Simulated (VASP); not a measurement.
# InP (zinc blende type) (F-43m) in VASP: single point with HSE06

Aim: the single point of InP (zinc blende type) with HSE06.

All numbers are computed with VASP 6.6.1; they aren't measurements. Logs are shortened: lines on timing, memory, paths and dates and some standing lists are left out, and cuts for length are marked.

## 1. The cell of the first run

Symmetry: F-43m, No. 216, cubic system. The conventional cell has a = 5.960 Å, b = 5.960 Å, c = 5.960 Å, α = 90.00°, β = 90.00°, γ = 90.00°. Within 3.4 Å of In (site symmetry -43m) lie 4 P at 2.58 Å. Within 3.4 Å of P (site symmetry -43m) lie 4 In at 2.58 Å.

## 2. Single point, HSE06

The input, POSCAR:

```
InP
1.0
    0.0000000000      2.9800000000      2.9800000000
    2.9800000000      0.0000000000      2.9800000000
    2.9800000000      2.9800000000      0.0000000000
In P
1 1
Direct
    0.0000000000      0.0000000000      0.0000000000
    0.2500000000      0.2500000000      0.2500000000
```

The input, INCAR.step1:

```
SYSTEM = InP
PREC = Accurate ; ENCUT = 520
EDIFF = 1E-5 ; ISMEAR = -1
SIGMA = 0.02 ; LREAL = .FALSE.
LASPH = .TRUE. ; NELM = 80
ALGO = Normal ; ISIF = 2
LWAVE = .TRUE. ; LCHARG = .FALSE.
GGA = PE ; NBANDS = 16
```

The input, INCAR.step2:

```
SYSTEM = InP
PREC = Accurate ; ENCUT = 520
EDIFF = 1E-7 ; ISMEAR = -1
SIGMA = 0.02 ; LREAL = .FALSE.
LASPH = .TRUE. ; NELM = 80
ALGO = Normal ; ISIF = 2
LWAVE = .FALSE. ; LCHARG = .FALSE.
GGA = PE ; LHFCALC = .TRUE.
HFSCREEN = 0.2079 ; PRECFOCK = Normal
ISTART = 1 ; NBANDS = 16
```

The input, KPOINTS:

```
regular mesh
0
G
  6 6 6
  0 0 0
```

Potentials or basis: VASP PAW PBE potentials, release 64 (In_d, P).

Launch:

```console
$ cat potpaw_PBE.64/In_d/POTCAR potpaw_PBE.64/P/POTCAR > POTCAR
$ cp INCAR.step1 INCAR
$ mpirun -np 1 vasp_std > vasp.out
$ cp INCAR.step2 INCAR
$ mpirun -np 1 vasp_std > vasp.out
```

OUTCAR:

```text
SYSTEM = InP
   PREC = Accurate
   ENCUT = 520
   EDIFF = 1E-7
   ISMEAR = -1
   LREAL = .FALSE.
   LASPH = .TRUE.
   NELM = 80
   ISIF = 2
   GGA = PE
   LHFCALC = .TRUE.
   HFSCREEN = 0.2079
   PRECFOCK = Normal
   ISTART = 1

 ion  position               nearest neighbor table
   1  0.000  0.000  0.000-   2 2.58   2 2.58   2 2.58   2 2.58
   2  0.250  0.250  0.250-   1 2.58   1 2.58   1 2.58   1 2.58

  LATTYP: Found a face centered cubic cell.
 ALAT       =     5.9600000000

  Lattice vectors:

 A1 = (   0.0000000000,   2.9800000000,   2.9800000000)
 A2 = (   2.9800000000,   0.0000000000,   2.9800000000)
 A3 = (   2.9800000000,   2.9800000000,   0.0000000000)

Analysis of symmetry for initial positions (statically):
=====================================================================
 Subroutine PRICEL returns:
 Original cell was already a primitive cell.

 Routine SETGRP: Setting up the symmetry group for a
 face centered cubic supercell.

 Subroutine GETGRP returns: Found 24 space group operations
 (whereof 24 operations were pure point group operations)
 out of a pool of 48 trial point group operations.

The static configuration has the point symmetry T_d .

Analysis of symmetry for dynamics (positions and initial velocities):
=====================================================================
 Subroutine PRICEL returns:
 Original cell was already a primitive cell.

 Routine SETGRP: Setting up the symmetry group for a
 face centered cubic supercell.

 Subroutine GETGRP returns: Found 24 space group operations
 (whereof 24 operations were pure point group operations)
 out of a pool of 48 trial point group operations.

The dynamic configuration has the point symmetry T_d .

 Subroutine INISYM returns: Found 24 space group operations
 (whereof 24 operations are pure point group operations),
 and found     1 'primitive' translations

----------------------------------------------------------------------------------------

                                     Primitive cell

  volume of cell :      52.9272

  direct lattice vectors                    reciprocal lattice vectors
     0.000000000  2.980000000  2.980000000    -0.167785235  0.167785235  0.167785235
     2.980000000  0.000000000  2.980000000     0.167785235 -0.167785235  0.167785235
     2.980000000  2.980000000  0.000000000     0.167785235  0.167785235 -0.167785235

  length of vectors
     4.214356416  4.214356416  4.214356416     0.290612552  0.290612552  0.290612552

  position of ions in fractional coordinates (direct lattice)
     0.000000000  0.000000000  0.000000000
     0.250000000  0.250000000  0.250000000

  ion indices of the primitive-cell ions
   primitive index   ion index
                 1           1
                 2           2

----------------------------------------------------------------------------------------

 KPOINTS: regular mesh

Automatic generation of k-mesh.
 Grid dimensions read from file:
 generate k-points for:    6    6    6

 Generating k-lattice:

  Cartesian coordinates                     Fractional coordinates (reciprocal lattice)
    -0.027964206  0.027964206  0.027964206     0.166666667  0.000000000  0.000000000
     0.027964206 -0.027964206  0.027964206     0.000000000  0.166666667  0.000000000
     0.027964206  0.027964206 -0.027964206     0.000000000  0.000000000  0.166666667

  Length of vectors
     0.048435425  0.048435425  0.048435425

  Shift w.r.t. Gamma in fractional coordinates (k-lattice)
     0.000000000  0.000000000  0.000000000

 Subroutine IBZKPT returns following result:
 ===========================================

 Found     16 irreducible k-points:

 Following reciprocal coordinates:
            Coordinates               Weight
  0.000000  0.000000  0.000000      1.000000
  0.166667  0.000000  0.000000      8.000000
  0.333333  0.000000  0.000000      8.000000
  0.500000  0.000000  0.000000      4.000000
  0.166667  0.166667  0.000000      6.000000
  0.333333  0.166667  0.000000     24.000000
[... 8 lines left out ...]
 -0.333333  0.333333  0.166667     24.000000
 -0.333333  0.500000  0.166667     12.000000
   k-points           NKPTS =     16   k-points in BZ     NKDIM =    216   number of bands    NBANDS=     16
   number of dos      NEDOS =    301   number of ions     NIONS =      2
   total plane-waves  NPLWV =  32768
   dimension x,y,z NGX =    32 NGY =   32 NGZ =   32
   dimension x,y,z NGXF=    64 NGYF=   64 NGZF=   64
   ions per type =               1   1
   NGX,Y,Z   is equivalent  to a cutoff of  12.62, 12.62, 12.62 a.u.
   NGXF,Y,Z  is equivalent  to a cutoff of  25.25, 25.25, 25.25 a.u.
 SYSTEM =  InP
   PREC   = accura    normal or accurate (medium, high low for compatibility)
   ISTART =      1    job   : 0-new  1-cont  2-samecut
   ICHARG =      0    charge: 1-file 2-atom 10-const
   ISPIN  =      1    spin polarized calculation?
   LNONCOLLINEAR =      F non collinear calculations
   LSORBIT =      F    spin-orbit coupling
   LASPH  =      T    aspherical Exc in radial PAW
   ENCUT  =  520.0 eV  38.22 Ry    6.18 a.u.   7.84  7.84  7.84*2*pi/ulx,y,z
   NELM   =     80;   NELMIN=  2; NELMDL=  0     # of ELM steps
   EDIFF  = 0.1E-06   stopping-criterion for ELM
   LREAL  =      F    real-space projection
   EDIFFG = 0.1E-05   stopping-criterion for IOM
   NSW    =      0    number of steps for IOM
   IBRION =     -1    ionic relax: 0-MD 1-quasi-New 2-CG
   NFREE  =      0    steps in history (QN), initial steepest desc. (CG)
   ISIF   =      2    stress and relaxation
   ISYM   =      3    0-nonsym 1-usesym 2-fastsym
   POTIM  = 0.5000    time-step for ionic-motion
   TEBEG  =    0.0;   TEEND  =   0.0 temperature during run
   PSTRESS=    0.0 pullay stress
   NELECT =      18.0000    total number of electrons
   NUPDOWN=      -1.0000    fix difference up-down
   EMIN   =  10.00;   EMAX   =-10.00  energy-range for DOS
   EFERMI =   0.00;   METHOD = LEGACY
   ISMEAR =    -1;   SIGMA  =   0.02  broadening in eV -4-tet -1-fermi 0-gaus
   EFERMI_NEDOS =   21; number of points for ismear=-14 and -15
   IALGO  =     38    algorithm
   IMIX   =      1    mixing-type and parameters
     AMIX     =   0.40;   BMIX     =  1.00
     AMIX_MAG =   1.60;   BMIX_MAG =  1.00
  volume/ion in A,a.u.               =      26.46       178.59
  Fermi-wavevector in a.u.,A,eV,Ry     =   1.142719  2.159426 17.766575  1.305806
  Thomas-Fermi vector in A             =   2.279416
   LORBIT       =      0    0 simple, 1 ext, 2 COOP (PROOUT), +10 PAW based schemes
   GGA     = PE    functional components
   LHFCALC =     T    Hartree Fock is set to
   PRECFOCK=normal    Normal, Fast or Accurate (Low or Medium for compatibility)
   ENCUT4O =  -1.0   cutoff for four orbital integrals eV
   NKREDX  =     1    reduce k-point grid by
   NKREDY  =     1    reduce k-point grid by
   NKREDZ  =     1    reduce k-point grid by
   AEXX    =    0.2500 exact exchange contribution
   HFSCREEN=    0.2079 screening length (either q_TF or 0.3 A-1)
   HFSCREENC=   0.2079 screening length for correlation (either q_TF or 0.3 A-1)
   ENCUTFOCK=  -1.0 apply spherical cutoff to Coloumb kernel
   IVDW    =     0    specifies the selected vdW correction
   LEPSILON=     F    determine dielectric tensor
   LRPA    =     F    only Hartree local field effects (RPA)
 non-spin polarized calculation
  energy-cutoff  :      520.00
  volume of cell :       52.93
 maximum number of plane-waves:      1458
  NGX = 24; NGY = 24; NGZ = 24

 number of electron      18.0000005 magnetization

 Free energy of the ion-electron system (eV)
  ---------------------------------------------------
  ext. energy  EPLUGINS =         0.00000000
  ---------------------------------------------------
  free energy    TOTEN  =        -9.97590211 eV

  energy without entropy =       -9.97590211  energy(sigma->0) =       -9.97590211

 E-fermi :   4.6558     XC(G=0):  -7.5568

 val. band max:        4.2407426837   @ k =   0.0000   0.0000   0.0000
 cond. band min:       5.4304760555   @ k =   0.0000   0.0000   0.0000
 fundamental gap:      1.1897333718
 Fermi energy:         4.6557613844

 k-point     1 :       0.0000    0.0000    0.0000
  band No.  band energies     occupation
      1     -11.5695      2.00000
      2     -11.5695      2.00000
      3     -11.5695      2.00000
      4     -11.4319      2.00000
      5     -11.4319      2.00000
      6      -8.1491      2.00000
[... 8 lines left out ...]
     15      14.6393      0.00000
     16      14.6393      0.00000

 k-point     2 :       0.1667    0.0000    0.0000
  band No.  band energies     occupation
      1     -11.5938      2.00000
      2     -11.5589      2.00000
      3     -11.5589      2.00000
      4     -11.4316      2.00000
      5     -11.4316      2.00000
      6      -7.8348      2.00000
[... 8 lines left out ...]
     15      13.7617      0.00000
     16      14.5148      0.00000

 k-point     3 :       0.3333    0.0000    0.0000
  band No.  band energies     occupation
      1     -11.6402      2.00000
      2     -11.5416      2.00000
      3     -11.5416      2.00000
      4     -11.4267      2.00000
      5     -11.4267      2.00000
      6      -7.0290      2.00000
[... 8 lines left out ...]
     15      14.2710      0.00000
     16      14.2710      0.00000

 k-point     4 :       0.5000    0.0000    0.0000
  band No.  band energies     occupation
      1     -11.6626      2.00000
      2     -11.5354      2.00000
      3     -11.5354      2.00000
      4     -11.4217      2.00000
      5     -11.4217      2.00000
      6      -6.4458      2.00000
[... 8 lines left out ...]
     15      15.9271      0.00000
     16      15.9271      0.00000
[... 172 lines left out ...]
 k-point    14 :       0.5000    0.3333    0.1667
  band No.  band energies     occupation
      1     -11.6764      2.00000
      2     -11.5221      2.00000
      3     -11.5072      2.00000
      4     -11.4477      2.00000
      5     -11.4174      2.00000
      6      -6.4021      2.00000
[... 8 lines left out ...]
     15      16.2572      0.00000
     16      17.0318      0.00000

 k-point    15 :      -0.3333    0.3333    0.1667
  band No.  band energies     occupation
      1     -11.6846      2.00000
      2     -11.5221      2.00000
      3     -11.4979      2.00000
      4     -11.4433      2.00000
      5     -11.4213      2.00000
      6      -5.9430      2.00000
[... 8 lines left out ...]
     15      16.2474      0.00000
     16      16.8427      0.00000

 k-point    16 :      -0.3333    0.5000    0.1667
  band No.  band energies     occupation
      1     -11.7017      2.00000
      2     -11.5072      2.00000
      3     -11.4860      2.00000
      4     -11.4558      2.00000
      5     -11.4144      2.00000
      6      -5.7446      2.00000
[... 8 lines left out ...]
     15      16.5576      0.00000
     16      17.2180      0.00000

------------------------ aborting loop because EDIFF is reached ----------------------------------------

  FORCE on cell =-STRESS in cart. coord.  units (eV):
  Direction    XX          YY          ZZ          XY          YZ          ZX
  --------------------------------------------------------------------------------------
  -------------------------------------------------------------------------------------
  Total       -0.6691421     -0.6691421     -0.6691421      0.0000000      0.0000000      0.0000000
  in kB      -20.2558360    -20.2558360    -20.2558360      0.0000000      0.0000000      0.0000000
  external PRESSURE =     -20.2558360 kB  Pullay stress =       0.0000000 kB

 VOLUME and BASIS-vectors are now :
 -----------------------------------------------------------------------------
  energy-cutoff  :      520.00
  volume of cell :       52.93
      direct lattice vectors                 reciprocal lattice vectors
     0.000000000  2.980000000  2.980000000    -0.167785235  0.167785235  0.167785235
     2.980000000  0.000000000  2.980000000     0.167785235 -0.167785235  0.167785235
     2.980000000  2.980000000  0.000000000     0.167785235  0.167785235 -0.167785235

 POSITION                                       TOTAL-FORCE (eV/Angst)
 -----------------------------------------------------------------------------------
      0.00000      0.00000      0.00000        -0.000000     -0.000000     -0.000000
      1.49000      1.49000      1.49000         0.000000      0.000000      0.000000
 -----------------------------------------------------------------------------------
    total drift:                                0.000021      0.000021      0.000013

  FREE ENERGIE OF THE ION-ELECTRON SYSTEM (eV)
  ---------------------------------------------------
  free  energy   TOTEN  =        -9.9759021105 eV

  energy  without entropy=       -9.9759021105  energy(sigma->0) =       -9.97590211
```

It took 48 min on 1 thread of AMD EPYC 7R13 (Zen 3), shared host; peak memory 0.27 GiB.

What came out:

* Free energy: -9.9759 eV
* Pressure: -2.0 GPa
* Band gap on the k mesh: 1.19 eV

Caveat: the PAW data sets were made with another functional, which shifts forces and pressure a little; spin-orbit coupling is left out, which moves the levels of the heavy elements.
